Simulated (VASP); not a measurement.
Write the native input for VASP 6.6.1 that does the following.

```
Task                   : single point
Functional             : PBEsol
Potentials or basis    : VASP PAW PBE potentials, release 64 (Al)
Cutoff                 : 500 eV
k mesh                 : 6 × 6 × 6
Occupations            : gaussian, width 0.1 eV
Spin                   : no spin polarisation
Dipole correction      : no
Further INCAR settings : ALGO = Normal; EDIFF = 1e-06; NBANDS = 8
```

The structure of Al lies in POSCAR:

```
Al
1.0
   -1.6065851737      1.6065851737      1.6065851737
    1.6065851737     -1.6065851737      1.6065851737
    1.6065851737      1.6065851737     -1.6065851737
Al
1
Direct
    0.0000000000      0.0000000000      0.0000000000
```

The input as run:

INCAR

```
SYSTEM = Al
  ALGO = Normal
  EDIFF = 1E-6
  ENCUT = 500
  GGA = PS
  GGA_COMPAT = .FALSE.
  ISIF = 2
  ISMEAR = 0
  LASPH = .TRUE.
  LCHARG = .FALSE.
  LREAL = .FALSE.
  LWAVE = .FALSE.
  NBANDS = 8
  NELM = 120
  PREC = Accurate
  SIGMA = 0.1
```

KPOINTS

```
k-points
0
G
  6 6 6
  0 0 0
```

Potentials or basis: VASP PAW PBE potentials, release 64 (Al).

The run is started by

```sh
$ cat potpaw_PBE.64/Al/POTCAR > POTCAR
$ mpirun -np 1 vasp_std > vasp.out
```

It gave:

| Quantity | Value |
| --- | --- |
| Pressure | 0.4 GPa |

Caveat: the k points lie up to 0.46 Å⁻¹ apart; the PAW data sets were made with another functional, which shifts forces and pressure a little.

Run time: 3.5 s on 1 thread of Intel Xeon 8259CL, on a shared host, peak memory 0.11 GiB.
